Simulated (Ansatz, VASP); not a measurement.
## CdS: VASP beside Ansatz

File POSCAR:

```
CdS
1.0
    0.0000000000      2.8770830059      2.8770830059
    2.8770830059      0.0000000000      2.8770830059
    2.8770830059      2.8770830059      0.0000000000
Cd S
1 1
Direct
    0.0000000000      0.0000000000      0.0000000000
    0.7500000000      0.7500000000      0.7500000000
```

The input INCAR.step1:

```
ALGO = Normal
EDIFF = 1E-4
ENCUT = 520
GGA = PE
ISMEAR = -1
LASPH = T
LCHARG = F
LREAL = F
LWAVE = T
NBANDS = 16
NELM = 80
PREC = Accurate
SIGMA = 0.05
```

INCAR.step2

```
ALGO = Normal
BPARAM = 11.95
CPARAM = 0.0093
EDIFF = 1E-7
ENCUT = 520
ISIF = 2
ISMEAR = -1
ISTART = 1
IVDW_NL = 2
LASPH = T
LCHARG = F
LMIXTAU = T
LREAL = F
LUSE_VDW = T
LWAVE = F
METAGGA = R2SCAN
NBANDS = 16
NELM = 80
PREC = Accurate
SIGMA = 0.05
```

Contents of KPOINTS:

```
k-points
0
Gamma
  8 8 8
```

The input input.yaml:

```yaml
crystal:
  lattice:
    - [0.0, 2.8770830059, 2.8770830059]
    - [2.8770830059, 0.0, 2.8770830059]
    - [2.8770830059, 2.8770830059, 0.0]
  atoms:
    - { symbol: Cd, position: [0.0, 0.0, 0.0] }
    - { symbol: S, position: [0.75, 0.75, 0.75] }
hamiltonian:
  xc: r2scan
  pseudopotentials: { kind: paw }
  dispersion: rvv10
kpoints:
  mp_grid: { grid: [8, 8, 8] }
scf:
  occupations: { method: fermi_dirac, width: 0.05 }
output:
  forces: true
  stress: true
  eigenvalues: true
```

Alike in both runs: task single point; functional r2SCAN; dispersion rVV10; k mesh 8 × 8 × 8; occupations fermi-dirac, width 0.05 eV; no spin polarisation.

```csv
,VASP,Ansatz
version,VASP 6.6.1,Ansatz 0.2.0
potentials or method,"VASP PAW PBE potentials, release 64 (Cd, S)",Ansatz PAW
plane-wave cutoff (eV),520,500
valence electrons in the cell,18,26
```

```tsv
	VASP	Ansatz	Ansatz less VASP
gap on the k mesh at the Fermi level (eV)	1.63	1.63	0.000
least direct gap on the mesh (eV)	1.63	1.63	0.000
pressure (GPa)	4.0	3.5	-0.49
```

VASP's potentials were made for PBE, not for r2SCAN. VASP's potentials hold 18 valence electrons a cell and Ansatz's 26, so a difference there can come from the potentials and not from the codes.
